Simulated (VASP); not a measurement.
Ga3As3O, 7 atoms in the cell. The cell holds a slab with vacuum, 7 atoms: a = 4.063 Å, b = 5.746 Å, c = 19.892 Å, α = 90.00°, β = 90.00°, γ = 90.00°. 

| Quantity | Value |
| --- | --- |
| Program | VASP 6.6.1 |
| Task | single point |
| Functional | PBE |
| Potentials or basis | VASP PAW PBE potentials, release 64 (Ga_d, As, O) |
| Cutoff | 520 eV |
| k mesh | 7 × 5 × 1 |
| Occupations | gaussian, width 0.05 eV |
| Spin | collinear spin, ferromagnetic start |
| Starting moments | [0.0, 0.0, 0.0, 0.0, 0.0, 0.0, 2.0] μB |
| Dipole correction | yes |
| Further INCAR settings | ALGO = Normal; EDIFF = 1e-06; NBANDS = 43; NELMDL = -8 |

Potentials or basis: VASP PAW PBE potentials, release 64 (Ga_d, As, O).

The run is started by

```console
$ cat potpaw_PBE.64/Ga_d/POTCAR potpaw_PBE.64/As/POTCAR potpaw_PBE.64/O/POTCAR > POTCAR
$ mpirun -np 1 vasp_std > vasp.out
```

Hardware: 1 thread of Intel(R) Xeon(R) Platinum 8488C (Sapphire Rapids) (shared host).

Task: Estimate the wall time of this run.

Result: It took 21 min on 1 thread of Intel(R) Xeon(R) Platinum 8488C (Sapphire Rapids) (shared host), peak memory 0.84 GiB. Counts: scf iterations 32, k points 12.
